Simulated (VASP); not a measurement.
Set up this calculation in VASP 6.6.1, as the native input.

| Quantity | Value |
| --- | --- |
| Task | single point |
| Functional | r2SCAN |
| Potentials or basis | VASP PAW PBE potentials, release 64 (Ba_sv, Hf_pv, O) |
| Cutoff | 520 eV |
| k mesh | 6 × 6 × 6 |
| Occupations | gaussian, width 0.02 eV |
| Spin | no spin polarisation |
| Dipole correction | no |
| Further INCAR settings | ALGO = Normal; EDIFF = 1e-07; NBANDS = 27 |

BaHfO3:

```
CELL_PARAMETERS angstrom
4.17711 0.00000 0.00000
0.00000 4.17711 0.00000
0.00000 0.00000 4.17711
ATOMIC_POSITIONS crystal
Ba 0.50000 0.50000 0.50000
Hf 0.00000 0.00000 0.00000
O 0.00000 0.50000 0.00000
O 0.50000 0.00000 0.00000
O 0.00000 0.00000 0.50000
```

One way to write it, as run:

POSCAR

```
BaHfO3
1.0
    4.1771072226      0.0000000000      0.0000000000
    0.0000000000      4.1771072226      0.0000000000
    0.0000000000      0.0000000000      4.1771072226
Ba Hf O
1 1 3
Direct
    0.5000000000      0.5000000000      0.5000000000
    0.0000000000      0.0000000000      0.0000000000
    0.0000000000      0.5000000000      0.0000000000
    0.5000000000      0.0000000000      0.0000000000
    0.0000000000      0.0000000000      0.5000000000
```

INCAR.step1

```
SYSTEM = BaHfO3
PREC = Accurate
ENCUT = 520
ISMEAR = 0
SIGMA = 0.02
LREAL = .False.
LASPH = .True.
NELM = 60
NBANDS = 27
GGA = PE
ALGO = Normal
EDIFF = 1E-4
LWAVE = .True.
LCHARG = .False.
```

INCAR.step2

```
SYSTEM = BaHfO3
PREC = Accurate
ENCUT = 520
EDIFF = 1E-7
ISMEAR = 0
SIGMA = 0.02
LREAL = .False.
LASPH = .True.
NELM = 60
ALGO = Normal
ISIF = 2
LWAVE = .False.
LCHARG = .True.
METAGGA = R2SCAN
LMIXTAU = .True.
LELF = .True.
LVHAR = .True.
NBANDS = 27
ISTART = 1
```

KPOINTS

```
Automatic mesh
0
Gamma
  6 6 6
  0 0 0
```

Potentials or basis: VASP PAW PBE potentials, release 64 (Ba_sv, Hf_pv, O).

Launch:

```console
$ cat potpaw_PBE.64/Ba_sv/POTCAR potpaw_PBE.64/Hf_pv/POTCAR potpaw_PBE.64/O/POTCAR > POTCAR
$ cp INCAR.step1 INCAR
$ mpirun -np 1 vasp_std > vasp.out
$ cp INCAR.step2 INCAR
$ mpirun -np 1 vasp_std > vasp.out
```

Results of the run:

```json
{
  "Pressure": "-0.7 GPa",
  "Band gap on the k mesh": "4.11 eV, indirect (least direct gap 4.35 eV)"
}
```

Caveat: the PAW data sets were made with another functional, which shifts forces and pressure a little; spin-orbit coupling is left out, which moves the levels of the heavy elements.

Run time: 77 s on 1 thread of Intel(R) Xeon(R) Platinum 8375C CPU @ 2.90GHz (Ice Lake), on a shared host, peak memory 0.21 GiB.
